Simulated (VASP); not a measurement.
# AlSn4 (Im-3m) in VASP: notebook

AlSn4 is run at these levels: PBE; tasks: single point, relaxation of cell and atoms.

All numbers are computed with VASP 6.6.1; they aren't measurements. Logs are shortened: lines on timing, memory, paths and dates and some standing lists are left out, and cuts for length are marked.

## 1. The cell of the first run

Symmetry: Im-3m, No. 229, cubic system. The conventional cell has a = 6.365 Å, b = 6.365 Å, c = 6.365 Å, α = 90.00°, β = 90.00°, γ = 90.00°. Within 3.6 Å of Al (site symmetry m-3m) lie 8 Sn at 2.76 Å. Sn (site symmetry -3m) has 2 Al at 2.76 Å and 6 Sn at 3.18 Å within 3.6 Å.

## 2. Single point, PBE

INCAR reads:

```
SYSTEM = AlSn4
PREC     = Accurate       ! precision mode
ENCUT    = 520            ! plane-wave cutoff, eV
EDIFF    = 1E-7           ! SCF threshold, eV
ISMEAR   = 0              ! smearing method
SIGMA    = 0.1            ! smearing width, eV
LREAL    = .FALSE.        ! projectors in reciprocal space
LASPH    = .TRUE.         ! aspherical terms in the spheres
NELM     = 100            ! most SCF steps
ALGO     = Normal         ! electronic algorithm
ISIF     = 2              ! what is computed and relaxed
LWAVE    = .FALSE.        ! write WAVECAR
LCHARG   = .FALSE.        ! write CHGCAR
GGA      = PE             ! functional
NBANDS   = 38             ! bands
```

KPOINTS reads:

```
regular mesh
0
G
  4 4 4
  0 0 0
```

POSCAR reads:

```
AlSn4
1.0
   -3.1826353700      3.1826353700      3.1826353700
    3.1826353700     -3.1826353700      3.1826353700
    3.1826353700      3.1826353700     -3.1826353700
Al Sn
1 4
Direct
    0.0000000000      0.0000000000      0.0000000000
    0.0000000000      0.0000000000      0.5000000000
    0.5000000000      0.0000000000      0.0000000000
    0.0000000000      0.5000000000      0.0000000000
    0.5000000000      0.5000000000      0.5000000000
```

Potentials or basis: VASP PAW PBE potentials, release 64 (Al, Sn_d).

On the command line:

```console
> cat potpaw_PBE.64/Al/POTCAR potpaw_PBE.64/Sn_d/POTCAR > POTCAR
> mpirun -np 1 vasp_std > vasp.out
```

OUTCAR:

```text
SYSTEM = AlSn4
   PREC = Accurate
   ENCUT = 520
   EDIFF = 1E-7
   ISMEAR = 0
   LREAL = .FALSE.
   LASPH = .TRUE.
   NELM = 100
   ISIF = 2
   GGA = PE

 ion  position               nearest neighbor table
   1  0.000  0.000  0.000-   2 2.76   3 2.76   4 2.76   5 2.76   2 2.76   4 2.76   3 2.76   5 2.76

   2  0.000  0.000  0.500-   1 2.76   1 2.76   4 3.18   5 3.18   3 3.18   4 3.18   3 3.18   5 3.18

   3  0.500  0.000  0.000-   1 2.76   1 2.76   4 3.18   5 3.18   5 3.18   2 3.18   2 3.18   4 3.18

   4  0.000  0.500  0.000-   1 2.76   1 2.76   3 3.18   5 3.18   2 3.18   2 3.18   5 3.18   3 3.18

   5  0.500  0.500  0.500-   1 2.76   1 2.76   3 3.18   4 3.18   3 3.18   4 3.18   2 3.18   2 3.18

  LATTYP: Found a body centered cubic cell.
 ALAT       =     6.3652707400

  Lattice vectors:

 A1 = (  -3.1826353700,   3.1826353700,   3.1826353700)
 A2 = (   3.1826353700,  -3.1826353700,   3.1826353700)
 A3 = (   3.1826353700,   3.1826353700,  -3.1826353700)

Analysis of symmetry for initial positions (statically):
=====================================================================
 Subroutine PRICEL returns:
 Original cell was already a primitive cell.

 Routine SETGRP: Setting up the symmetry group for a
 body centered cubic supercell.

 Subroutine GETGRP returns: Found 48 space group operations
 (whereof 48 operations were pure point group operations)
 out of a pool of 48 trial point group operations.

The static configuration has the point symmetry O_h .

Analysis of symmetry for dynamics (positions and initial velocities):
=====================================================================
 Subroutine PRICEL returns:
 Original cell was already a primitive cell.

 Routine SETGRP: Setting up the symmetry group for a
 body centered cubic supercell.

 Subroutine GETGRP returns: Found 48 space group operations
 (whereof 48 operations were pure point group operations)
 out of a pool of 48 trial point group operations.

The dynamic configuration has the point symmetry O_h .

 Subroutine INISYM returns: Found 48 space group operations
 (whereof 48 operations are pure point group operations),
 and found     1 'primitive' translations

----------------------------------------------------------------------------------------

                                     Primitive cell

  volume of cell :     128.9498

  direct lattice vectors                    reciprocal lattice vectors
    -3.182635370  3.182635370  3.182635370     0.000000000  0.157102508  0.157102508
     3.182635370 -3.182635370  3.182635370     0.157102508  0.000000000  0.157102508
     3.182635370  3.182635370 -3.182635370     0.157102508  0.157102508  0.000000000

  length of vectors
     5.512486163  5.512486163  5.512486163     0.222176498  0.222176498  0.222176498

  position of ions in fractional coordinates (direct lattice)
     0.000000000  0.000000000  0.000000000
     0.000000000  0.000000000  0.500000000
     0.500000000  0.000000000  0.000000000
     0.000000000  0.500000000  0.000000000
     0.500000000  0.500000000  0.500000000

  ion indices of the primitive-cell ions
   primitive index   ion index
                 1           1
                 2           2
                 3           3
                 4           4
                 5           5

----------------------------------------------------------------------------------------

 KPOINTS: regular mesh

Automatic generation of k-mesh.
 Grid dimensions read from file:
 generate k-points for:    4    4    4

 Generating k-lattice:

  Cartesian coordinates                     Fractional coordinates (reciprocal lattice)
     0.000000000  0.039275627  0.039275627     0.250000000  0.000000000  0.000000000
     0.039275627  0.000000000  0.039275627     0.000000000  0.250000000  0.000000000
     0.039275627  0.039275627  0.000000000     0.000000000  0.000000000  0.250000000

  Length of vectors
     0.055544125  0.055544125  0.055544125

  Shift w.r.t. Gamma in fractional coordinates (k-lattice)
     0.000000000  0.000000000  0.000000000

 Subroutine IBZKPT returns following result:
 ===========================================

 Found      8 irreducible k-points:

 Following reciprocal coordinates:
            Coordinates               Weight
  0.000000  0.000000  0.000000      1.000000
  0.250000  0.000000  0.000000     12.000000
  0.500000  0.000000  0.000000      6.000000
  0.250000  0.250000  0.000000     24.000000
  0.250000  0.250000  0.250000      2.000000
 -0.250000  0.250000  0.250000      6.000000
  0.500000  0.500000  0.250000     12.000000
  0.500000  0.500000  0.500000      1.000000
   k-points           NKPTS =      8   k-points in BZ     NKDIM =      8   number of bands    NBANDS=     38
   number of dos      NEDOS =    301   number of ions     NIONS =      5
   total plane-waves  NPLWV =  74088
   dimension x,y,z NGX =    42 NGY =   42 NGZ =   42
   dimension x,y,z NGXF=    84 NGYF=   84 NGZF=   84
   ions per type =               1   4
   NGX,Y,Z   is equivalent  to a cutoff of  12.67, 12.67, 12.67 a.u.
   NGXF,Y,Z  is equivalent  to a cutoff of  25.33, 25.33, 25.33 a.u.
 SYSTEM =  AlSn4
   PREC   = accura    normal or accurate (medium, high low for compatibility)
   ISTART =      0    job   : 0-new  1-cont  2-samecut
   ICHARG =      2    charge: 1-file 2-atom 10-const
   ISPIN  =      1    spin polarized calculation?
   LNONCOLLINEAR =      F non collinear calculations
   LSORBIT =      F    spin-orbit coupling
   LASPH  =      T    aspherical Exc in radial PAW
   ENCUT  =  520.0 eV  38.22 Ry    6.18 a.u.  10.25 10.25 10.25*2*pi/ulx,y,z
   NELM   =    100;   NELMIN=  2; NELMDL= -5     # of ELM steps
   EDIFF  = 0.1E-06   stopping-criterion for ELM
   LREAL  =      F    real-space projection
   EDIFFG = 0.1E-05   stopping-criterion for IOM
   NSW    =      0    number of steps for IOM
   IBRION =     -1    ionic relax: 0-MD 1-quasi-New 2-CG
   NFREE  =      0    steps in history (QN), initial steepest desc. (CG)
   ISIF   =      2    stress and relaxation
   ISYM   =      2    0-nonsym 1-usesym 2-fastsym
   POTIM  = 0.5000    time-step for ionic-motion
   TEBEG  =    0.0;   TEEND  =   0.0 temperature during run
   PSTRESS=    0.0 pullay stress
   NELECT =      59.0000    total number of electrons
   NUPDOWN=      -1.0000    fix difference up-down
   EMIN   =  10.00;   EMAX   =-10.00  energy-range for DOS
   EFERMI =   0.00;   METHOD = LEGACY
   ISMEAR =     0;   SIGMA  =   0.10  broadening in eV -4-tet -1-fermi 0-gaus
   EFERMI_NEDOS =   21; number of points for ismear=-14 and -15
   IALGO  =     38    algorithm
   IMIX   =      4    mixing-type and parameters
     AMIX     =   0.40;   BMIX     =  1.00
     AMIX_MAG =   1.60;   BMIX_MAG =  1.00
  volume/ion in A,a.u.               =      25.79       174.04
  Fermi-wavevector in a.u.,A,eV,Ry     =   1.261494  2.383879 21.651874  1.591368
  Thomas-Fermi vector in A             =   2.394950
   LORBIT       =      0    0 simple, 1 ext, 2 COOP (PROOUT), +10 PAW based schemes
   GGA     = PE    functional components
   LHFCALC =     F    Hartree Fock is set to
   AEXX    =    0.0000 exact exchange contribution
   IVDW    =     0    specifies the selected vdW correction
   LEPSILON=     F    determine dielectric tensor
   LRPA    =     F    only Hartree local field effects (RPA)
 non-spin polarized calculation
 Gauss-broadening in eV      SIGMA  =   0.10
  energy-cutoff  :      520.00
  volume of cell :      128.95
 maximum number of plane-waves:      3511
 NGX is ok and might be reduce to    42
   NGX = 21   NGY = 21   NGZ = 21

 number of electron      59.0000036 magnetization

 Free energy of the ion-electron system (eV)
  ---------------------------------------------------
  ext. energy  EPLUGINS =         0.00000000
  ---------------------------------------------------
  free energy    TOTEN  =       -18.01775743 eV

  energy without entropy =      -18.00614104  energy(sigma->0) =      -18.01194923

 E-fermi :   7.9591     XC(G=0): -10.0493

 val. band max:        7.9482031450   @ k =   0.2500   0.2500   0.2500
 cond. band min:       8.0977470343   @ k =   0.5000   0.5000   0.2500
 fundamental gap:      0.1495438893
 Fermi energy:         7.9591115361

 k-point     1 :       0.0000    0.0000    0.0000
  band No.  band energies     occupation
      1     -14.0311      2.00000
      2     -14.0311      2.00000
      3     -13.9860      2.00000
      4     -13.9248      2.00000
      5     -13.9248      2.00000
      6     -13.9072      2.00000
[... 30 lines left out ...]
     37      14.3438      0.00000
     38      14.3438      0.00000

 k-point     2 :       0.2500    0.0000    0.0000
  band No.  band energies     occupation
      1     -14.0115      2.00000
      2     -13.9792      2.00000
      3     -13.9606      2.00000
      4     -13.9241      2.00000
      5     -13.9088      2.00000
      6     -13.9003      2.00000
[... 30 lines left out ...]
     37      12.8354      0.00000
     38      14.1566      0.00000

 k-point     3 :       0.5000    0.0000    0.0000
  band No.  band energies     occupation
      1     -13.9665      2.00000
      2     -13.9663      2.00000
      3     -13.9106      2.00000
      4     -13.9016      2.00000
      5     -13.8733      2.00000
      6     -13.8703      2.00000
[... 30 lines left out ...]
     37      13.1245      0.00000
     38      13.4766      0.00000

 k-point     4 :       0.2500    0.2500    0.0000
  band No.  band energies     occupation
      1     -13.9726      2.00000
      2     -13.9237      2.00000
      3     -13.9167      2.00000
      4     -13.9165      2.00000
      5     -13.8955      2.00000
      6     -13.8771      2.00000
[... 30 lines left out ...]
     37      12.5128      0.00000
     38      13.2010      0.00000

 k-point     5 :       0.2500    0.2500    0.2500
  band No.  band energies     occupation
      1     -13.8741      2.00000
      2     -13.8632      2.00000
      3     -13.8632      2.00000
      4     -13.8632      2.00000
      5     -13.8483      2.00000
      6     -13.8483      2.00000
[... 30 lines left out ...]
     37      13.9546      0.00000
     38      13.9546      0.00000

 k-point     6 :      -0.2500    0.2500    0.2500
  band No.  band energies     occupation
      1     -14.0238      2.00000
      2     -13.9511      2.00000
      3     -13.9466      2.00000
      4     -13.9466      2.00000
      5     -13.9170      2.00000
      6     -13.8930      2.00000
[... 30 lines left out ...]
     37      12.8883      0.00000
     38      13.7379      0.00000

 k-point     7 :       0.5000    0.5000    0.2500
  band No.  band energies     occupation
      1     -13.9950      2.00000
      2     -13.9949      2.00000
      3     -13.9658      2.00000
      4     -13.9245      2.00000
      5     -13.9210      2.00000
      6     -13.9048      2.00000
[... 30 lines left out ...]
     37      12.8907      0.00000
     38      13.6875      0.00000

 k-point     8 :       0.5000    0.5000    0.5000
  band No.  band energies     occupation
      1     -14.0166      2.00000
      2     -14.0166      2.00000
      3     -14.0166      2.00000
      4     -13.9330      2.00000
      5     -13.9330      2.00000
      6     -13.9330      2.00000
[... 30 lines left out ...]
     37      13.1222      0.00000
     38      14.3584      0.00000

------------------------ aborting loop because EDIFF is reached ----------------------------------------

  FORCE on cell =-STRESS in cart. coord.  units (eV):
  Direction    XX          YY          ZZ          XY          YZ          ZX
  --------------------------------------------------------------------------------------
  -------------------------------------------------------------------------------------
  Total        4.5155554      4.5155554      4.5155554     -0.0000000     -0.0000000     -0.0000000
  in kB       56.1049412     56.1049412     56.1049412     -0.0000000     -0.0000000     -0.0000000
  external PRESSURE =      56.1049412 kB  Pullay stress =       0.0000000 kB

 VOLUME and BASIS-vectors are now :
 -----------------------------------------------------------------------------
  energy-cutoff  :      520.00
  volume of cell :      128.95
      direct lattice vectors                 reciprocal lattice vectors
    -3.182635370  3.182635370  3.182635370     0.000000000  0.157102508  0.157102508
     3.182635370 -3.182635370  3.182635370     0.157102508  0.000000000  0.157102508
     3.182635370  3.182635370 -3.182635370     0.157102508  0.157102508  0.000000000

 POSITION                                       TOTAL-FORCE (eV/Angst)
 -----------------------------------------------------------------------------------
      0.00000      0.00000      0.00000        -0.000000     -0.000000      0.000000
      1.59132      1.59132     -1.59132         0.000000     -0.000000     -0.000000
     -1.59132      1.59132      1.59132        -0.000000     -0.000000     -0.000000
      1.59132     -1.59132      1.59132         0.000000      0.000000      0.000000
      1.59132      1.59132      1.59132        -0.000000      0.000000      0.000000
 -----------------------------------------------------------------------------------
    total drift:                               -0.000000     -0.000000      0.000000

  FREE ENERGIE OF THE ION-ELECTRON SYSTEM (eV)
  ---------------------------------------------------
  free  energy   TOTEN  =       -18.0177574334 eV

  energy  without entropy=      -18.0061410350  energy(sigma->0) =      -18.01194923
```

Wall time 37 s (1 thread of AMD EPYC 7R43 (Zen 3), shared host); peak memory 0.22 GiB.

Results:

| Quantity | Value |
| --- | --- |
| Free energy | -18.0178 eV |
| Pressure | 5.6 GPa |

Levels at points of the mesh, in eV from the Fermi level:
```csv
k point,band 28,band 29,band 30,band 31,band 32,band 33
"(0.00, 0.00, 0.00)",-2.54,-2.54,-2.54,-2.23,1.90,1.90
"(0.50, 0.00, 0.00)",-1.29,-0.68,-0.03,0.53,0.90,1.68
"(0.50, 0.50, 0.50)",-1.17,-1.17,-1.17,2.50,2.50,2.50
```

Caveat: spin-orbit coupling is left out, which moves the levels of the heavy elements.

## 3. Single point, PBE

This run uses another cell than the first one, of 28.96 Å³/atom, 1.123 times its volume.

INCAR reads:

```
SYSTEM = AlSn4
ALGO = Fast
EDIFF = 1E-7
ENCUT = 520
GGA = PE
ISIF = 2
ISMEAR = 0
LASPH = .TRUE.
LCHARG = .FALSE.
LREAL = .FALSE.
LWAVE = .FALSE.
NBANDS = 38
NELM = 80
PREC = Accurate
SIGMA = 0.1
```

KPOINTS reads:

```
k-points
0
G
  4 4 4
  0 0 0
```

Edit POSCAR of step 2 so:

```diff
@@ -2,5 +2,5 @@
 1.0
-   -3.1826353700      3.1826353700      3.1826353700
-    3.1826353700     -3.1826353700      3.1826353700
-    3.1826353700      3.1826353700     -3.1826353700
+   -3.3081247900      3.3081247900      3.3081247900
+    3.3081247900     -3.3081247900      3.3081247900
+    3.3081247900      3.3081247900     -3.3081247900
 Al Sn
```

Potentials or basis: VASP PAW PBE potentials, release 64 (Al, Sn_d).

On the command line:

```console
> cat potpaw_PBE.64/Al/POTCAR potpaw_PBE.64/Sn_d/POTCAR > POTCAR
> mpirun -np 1 vasp_std > vasp.out
```

Wall time 59 s (1 thread of AMD EPYC 7R43 (Zen 3), shared host); peak memory 0.29 GiB.

The run converged. Its results:

```yaml
Free_energy: -18.2688 eV
Pressure: -0.2 GPa
```

Levels at points of the mesh, in eV from the Fermi level:
```tsv
k point	band 27	band 28	band 29	band 30	band 31	band 32
(0.00, 0.00, 0.00)	-3.87	-2.18	-2.05	-2.05	-2.05	2.29
(0.50, 0.00, 0.00)	-1.12	-1.11	-0.36	0.12	0.66	0.68
(0.50, 0.50, 0.50)	-2.96	-0.85	-0.85	-0.85	2.53	2.53
```

Caveat: spin-orbit coupling is left out, which moves the levels of the heavy elements.

(Part 1 of 3 ends here.)
